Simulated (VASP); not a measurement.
Runs of VASP 6.6.1 on GaP. The cell holds a slab with vacuum, 4 atoms: a = 3.854 Å, b = 3.854 Å, c = 15.934 Å, α = 90.00°, β = 90.00°, γ = 60.00°. 

```tsv
electric field (eV/Å)	gap on the mesh (eV)	largest force (eV/Å)
-	0.23	1.47
0.3	0.21	(a)
0.2	0.21	1.45
0.1	0.22	(b)
```

Alike in all rows: task single point; level PBE; potentials or basis VASP PAW PBE potentials, release 64 (Ga_d, P); no spin polarisation; cell as given; k mesh 4 × 4 × 1; cutoff (eV) 520; smearing fermi-dirac 0.1 eV.

Estimate the missing entries.

(a) 1.44; (b) 1.46.

Caveats: all runs use coarse meshes.

A k mesh can miss the band edges, and the runs leave out spin-orbit coupling on Ga.
